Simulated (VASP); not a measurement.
Input of a VASP 6.6.1 run:

Contents of POSCAR:

```
SiC
1.0
    3.1522401494      0.0000000000      0.0000000000
   -1.5761200747      2.7299200482      0.0000000000
    0.0000000000      0.0000000000      5.0283199721
Si C
2 2
Direct
    0.3333333333      0.6666666667     -0.0016257825
    0.6666666667      0.3333333333      0.4983742175
    0.3333333333      0.6666666667      0.3766257825
    0.6666666667      0.3333333333      0.8766257825
```

Contents of INCAR.step1:

```
  ALGO = Normal
  EDIFF = 1E-5
  ENCUT = 520
  GGA = PE
  ISIF = 2
  ISMEAR = 0
  LASPH = True
  LREAL = False
  LWAVE = True
  NBANDS = 16
  NELM = 100
  PREC = Accurate
  SIGMA = 0.01
```

File INCAR.step2:

```
  ALGO = Normal
  EDIFF = 1E-6
  ENCUT = 520
  GGA = PE
  HFSCREEN = 0.2079
  ISIF = 2
  ISMEAR = 0
  ISTART = 1
  LASPH = True
  LCHARG = True
  LELF = True
  LHFCALC = True
  LREAL = False
  LVHAR = True
  LWAVE = False
  NBANDS = 16
  NELM = 100
  PREC = Accurate
  PRECFOCK = Normal
  SIGMA = 0.01
```

The input KPOINTS:

```
k-points
0
Gamma
  6 6 4
```

Potentials or basis: VASP PAW PBE potentials, release 64 (Si, C).

Run with:

```console
$ cat potpaw_PBE.64/Si/POTCAR potpaw_PBE.64/C/POTCAR > POTCAR
$ cp INCAR.step1 INCAR
$ mpirun -np 1 vasp_std > vasp.out
$ cp INCAR.step2 INCAR
$ mpirun -np 1 vasp_std > vasp.out
```

Question: What does it give for the band gap on the k mesh?

Answer: 3.32 eV (least direct gap 4.70 eV).

Question: What does it give for the pressure?

Answer: -11.0 GPa.

Stress tensor (GPa, compression positive):
```
-15.56   0.00   0.00
  0.00 -15.56   0.00
  0.00   0.00  -1.91
```

Caveat: the cell differs from its parent crystal (epitaxial xy strain +2.5%); the stress differs along the axes, from -16 to -2 GPa; the PAW data sets were made with another functional, which shifts forces and pressure a little. A k mesh can miss the band edges.
